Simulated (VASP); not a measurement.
A run of VASP 6.6.1:

File INCAR:

```
SYSTEM = Pd
PREC = Accurate
ENCUT = 600
EDIFF = 1E-7
ISMEAR = 0
SIGMA = 0.1
LREAL = .False.
LASPH = .True.
NELM = 100
ALGO = Normal
ISIF = 3
LWAVE = .False.
LCHARG = .False.
GGA = PE
IBRION = 2
NSW = 100
EDIFFG = -0.01
```

The input KPOINTS:

```
Automatic mesh
0
Gamma
  9 9 8
  0 0 0
```

POSCAR

```
Pd
1.0
    4.9566068431      0.0000000000      0.0000000000
   -2.4783034216      4.2925474427      0.0000000000
    0.0000000000      0.0000000000      5.3249795871
Pd
6
Direct
    0.0446201408      0.5223100704      0.5833333333
    0.4776899296      0.9553798592      0.2500000000
    0.4776899296      0.5223100704      0.9166666667
    0.5223100704      0.4776899296      0.4166666667
    0.5223100704      0.0446201408      0.7500000000
    0.9553798592      0.4776899296      0.0833333333
```

Potentials or basis: VASP PAW PBE potentials, release 64 (Pd).

Run with:

```console
$ cat potpaw_PBE.64/Pd/POTCAR > POTCAR
$ mpirun -np 1 vasp_std > vasp.out
```

Hardware: 1 thread of Intel(R) Xeon(R) 6975P-C (Granite Rapids), with other jobs on the host.

**Question.** Estimate the wall time of this run.

**Answer.** It took 13 min on 1 thread of Intel(R) Xeon(R) 6975P-C (Granite Rapids), with other jobs on the host, peak memory 0.41 GiB. Counts: scf iterations 80, k points 60, ion steps 10.
